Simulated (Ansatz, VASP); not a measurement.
**Two plane-wave programs on Mn**

INCAR

```
ALGO = Normal
EDIFF = 1E-8
ENCUT = 520
GGA = PE
ISIF = 2
ISMEAR = -1
ISPIN = 2
LASPH = T
LCHARG = F
LEFG = T
LMAXMIX = 4
LORBIT = 11
LREAL = F
LWAVE = F
MAGMOM = 4
NBANDS = 16
NELM = 150
PREC = Accurate
SIGMA = 0.05
```

KPOINTS

```
k-points
0
Gamma
  14 14 14
```

File POSCAR:

```
Mn
1.0
    2.2876826683      0.0000000000      0.0000000000
    0.0000000000      2.2876826683      0.0000000000
    0.0000000000      0.0000000000      2.2876826683
Mn
1
Direct
    0.0000000000      0.0000000000      0.0000000000
```

Input for Ansatz:

```yaml
crystal:
  lattice:
    - [2.2876826683, 0.0, 0.0]
    - [0.0, 2.2876826683, 0.0]
    - [0.0, 0.0, 2.2876826683]
  atoms:
    - { symbol: Mn, position: [0.0, 0.0, 0.0], spin: 4.0 }
magnetization:
  spin_polarized: true
kpoints:
  mp_grid: { grid: [14, 14, 14] }
  band_path:
    path:
      - [0.0, 0.0, 0.0]
      - [0.0, 0.5, 0.0]
      - [0.5, 0.5, 0.0]
      - [0.0, 0.0, 0.0]
      - [0.5, 0.5, 0.5]
      - [0.0, 0.5, 0.0]
      - [0.5, 0.5, 0.5]
      - [0.5, 0.5, 0.0]
    npoints: 14
scf:
  occupations: { method: fermi_dirac, width: 0.05 }
hamiltonian:
  xc: pbe
  pseudopotentials: { kind: paw }
output:
  forces: true
  stress: true
  eigenvalues: true
  efg: { contact_densities: true }
  populations: true
  bader: true
  dos: { projected: true, de: 0.2, e_range: [-14, 8] }
  write_density: true
  write_potential: true
  elf: true
  volumetric_format: npy
```

Alike in both runs: task electric field gradients; functional PBE; k mesh 14 × 14 × 14; occupations fermi-dirac, width 0.05 eV; collinear spin.

```csv
,VASP,Ansatz
version,VASP 6.6.1,Ansatz 0.2.0
potentials or method,"VASP PAW PBE potentials, release 64 (Mn_pv)","PAW with Ansatz's default frozen-core files, scalar-relativistic"
plane-wave cutoff (eV),520,420
valence electrons in the cell,13,15
```

|  | VASP | Ansatz | Ansatz less VASP |
| --- | --- | --- | --- |
| pressure (GPa) | 0.2 | 0.0 | -0.17 |
| net moment per atom (μB) | 0.47 | 0.47 | -0.002 |
| size of the moment on the site where the two differ most (μB) | 0.47 | 0.45 | -0.015 |

Site moments also hang on the region over which each program counts them. The functional is the same, so the differences come from potentials, cutoffs and numerics. VASP's potentials hold 13 valence electrons a cell and Ansatz's 15, so a difference there can come from the potentials and not from the codes.
